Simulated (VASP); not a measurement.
A run of VASP 6.6.1 is set up as follows.

File INCAR:

```
SYSTEM = HfN
PREC     = Accurate       ! precision mode
ENCUT    = 520            ! plane-wave cutoff, eV
EDIFF    = 1E-7           ! SCF threshold, eV
ISMEAR   = 1              ! smearing method
SIGMA    = 0.1            ! smearing width, eV
LREAL    = .FALSE.        ! projectors in reciprocal space
LASPH    = .TRUE.         ! aspherical terms in the spheres
NELM     = 80             ! most SCF steps
ALGO     = Normal         ! electronic algorithm
ISIF     = 2              ! what is computed and relaxed
LWAVE    = .FALSE.        ! write WAVECAR
LCHARG   = .FALSE.        ! write CHGCAR
NBANDS   = 14             ! bands
```

File KPOINTS:

```
regular mesh
0
G
  10 10 10
  0 0 0
```

File POSCAR:

```
HfN
1.0
    0.0000000000      2.4548200000      2.4548200000
    2.4548200000      0.0000000000      2.4548200000
    2.4548200000      2.4548200000      0.0000000000
Hf N
1 1
Direct
    0.0000000000      0.0000000000      0.0000000000
    0.7500000000      0.7500000000      0.7500000000
```

Potentials or basis: VASP PAW LDA potentials, release 64 (Hf_pv, N).

Run with:

```console
$ cat potpaw_LDA.64/Hf_pv/POTCAR potpaw_LDA.64/N/POTCAR > POTCAR
$ mpirun -np 1 vasp_std > vasp.out
```

Question: What does it give for the pressure?

Answer: -10.0 GPa.
